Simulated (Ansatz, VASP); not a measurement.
# Co in VASP and in Ansatz

Contents of INCAR:

```
PREC     = Accurate       # precision mode
ENCUT    = 520            # plane-wave cutoff, eV
EDIFF    = 1E-7           # SCF threshold, eV
ISMEAR   = -1             # smearing method
SIGMA    = 0.05           # smearing width, eV
LREAL    = False          # projectors in reciprocal space
LASPH    = True           # aspherical terms in the spheres
NELM     = 150            # most SCF steps
ALGO     = Normal         # electronic algorithm
ISIF     = 2              # what is computed and relaxed
LWAVE    = False          # write WAVECAR
LCHARG   = False          # write CHGCAR
ISPIN    = 2              # spin polarisation
MAGMOM   = 2 2            # initial moments
LORBIT   = 11             # projections on sites
LMAXMIX  = 4              # l up to which the mixer works
GGA      = PS             # functional
NBANDS   = 20             # bands
```

Contents of KPOINTS:

```
Automatic mesh
0
Gamma
  19 19 10
```

The input POSCAR:

```
Co
1.0
    2.5441908781      0.0000000000      0.0000000000
   -1.2720954391      2.2033339326      0.0000000000
    0.0000000000      0.0000000000      4.0910000000
Co
2
Direct
    0.3333333333      0.6666666667      0.2500000000
    0.6666666667      0.3333333333      0.7500000000
```

Input for Ansatz:

```yaml
crystal:
  lattice:
    - [2.5441908781, 0.0, 0.0]
    - [-1.2720954391, 2.2033339326, 0.0]
    - [0.0, 0.0, 4.091]
  atoms:
    - { symbol: Co, position: [0.3333333333, 0.6666666667, 0.25], spin: 2.0 }
    - { symbol: Co, position: [0.6666666667, 0.3333333333, 0.75], spin: 2.0 }
magnetization:
  spin_polarized: true
kpoints:
  mp_grid: { grid: [19, 19, 10] }
  band_path:
    path:
      - [0.0, 0.0, 0.0]
      - [0.5, 0.0, 0.0]
      - [0.3333333333, 0.3333333333, 0.0]
      - [0.0, 0.0, 0.0]
      - [0.0, 0.0, 0.5]
      - [0.5, 0.0, 0.5]
      - [0.3333333333, 0.3333333333, 0.5]
      - [0.0, 0.0, 0.5]
      - [0.5, 0.0, 0.5]
    npoints: 5
scf:
  occupations: { method: fermi_dirac, width: 0.05 }
hamiltonian:
  xc: pbesol
  pseudopotentials: { kind: all_electron, lapw: { basis_error: 0.0005 } }
output:
  forces: true
  stress: true
  eigenvalues: true
```

Change from the starting cell: equal xx and yy strain of +1 %.

Alike in both runs: task single point; functional PBEsol; k mesh 19 × 19 × 10; occupations fermi-dirac, width 0.05 eV; collinear spin.

```csv
,VASP,Ansatz
version,VASP 6.6.1,Ansatz 0.2.0
potentials or method,"VASP PAW PBE potentials, release 64 (Co), cutoff 520 eV","all-electron LAPW, scalar-relativistic"
```

|  | VASP | Ansatz | Ansatz less VASP |
| --- | --- | --- | --- |
| pressure (GPa) | -19.6 | -19.3 | +0.35 |
| traceless stress, the component that is largest in VASP (GPa) | 0.63 | 0.80 | +0.167 |
| net moment per atom (μB) | 1.64 | 1.66 | +0.010 |
| size of the moment on the site where the two differ most (μB) | 1.67 | 1.71 | +0.038 |

VASP's potentials were made for PBE, not for PBEsol. Site moments also hang on the region over which each program counts them. Ansatz ran all-electron here, and VASP with PAW potentials.
